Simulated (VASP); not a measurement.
ZnSe: relaxation of cell and atoms with PBEsol

The system is ZnSe.

```
CELL_PARAMETERS angstrom
0.00000 2.81660 2.81660
2.81660 0.00000 2.81660
2.81660 2.81660 0.00000
ATOMIC_POSITIONS crystal
Zn 0.00000 0.00000 0.00000
Se 0.75000 0.75000 0.75000
```

```
Program                : VASP 6.6.1
Task                   : relaxation of cell and atoms
Functional             : PBEsol
Potentials or basis    : VASP PAW PBE potentials, release 64 (Zn, Se)
Cutoff                 : 600 eV
k mesh                 : 8 × 8 × 8
Occupations            : gaussian, width 0.01 eV
Spin                   : no spin polarisation
Dipole correction      : no
Further INCAR settings : ALGO = Normal; EDIFF = 1e-07; IBRION = 2; EDIFFG = -0.001; NSW = 80; ISIF = 3
```

```
Relaxed volume                         : 22.43 Å³/atom
Relaxed cell                           : a = 3.988 Å, b = 3.988 Å, c = 3.988 Å, α = 60.00°, β = 60.00°, γ = 60.00°
Space group after relaxing (to 0.05 Å) : F-43m (No. 216)
Energy gained by relaxing              : 0.1 meV/atom
Ionic steps                            : 5
Pressure after relaxing                : 0.0 GPa
Band gap on the k mesh                 : 1.23 eV, direct
```

The path:
```
step  energy change (eV)  largest force (eV/Å)  pressure (GPa)  volume (Å³)
   1              0.0000                0.0000            0.25        44.69
   2             -0.0001                0.0000           -0.08        44.92
   3             -0.0001                0.0000           -0.01        44.86
   4             -0.0001                0.0000            0.02        44.86
   5             -0.0001                0.0000            0.00        44.86
```

Final structure:
```
Zn Se
1.0
     0.00000    2.82018    2.82018
     2.82018    0.00000    2.82018
     2.82018    2.82018    0.00000
Zn Se
1 1
Direct
  0.00000 0.00000 0.00000
  0.75000 0.75000 0.75000
```

Levels at points of the mesh, in eV from the valence-band top:
| k point | band 6 | band 7 | band 8 | band 9 | band 10 | band 11 | band 12 | band 13 |
| --- | --- | --- | --- | --- | --- | --- | --- | --- |
| (0.00, 0.00, 0.00) | -6.23 | 0.00 | 0.00 | 0.00 | 1.23 | 5.73 | 5.73 | 5.73 |
| (0.50, 0.00, 0.00) | -6.06 | -5.38 | -0.90 | -0.90 | 2.47 | 6.30 | 6.30 | 8.44 |
| (0.50, 0.50, 0.00) | -6.04 | -4.85 | -2.26 | -2.26 | 2.80 | 3.37 | 10.71 | 11.27 |

Run time: 68 s on 1 thread of Intel(R) Xeon(R) Platinum 8259CL CPU @ 2.50GHz (Skylake/Cascade Lake), with other jobs on the host, peak memory 0.19 GiB.

Caveat: the PAW data sets were made with another functional, which shifts forces and pressure a little. Zero-point motion and thermal expansion aren't in these numbers.
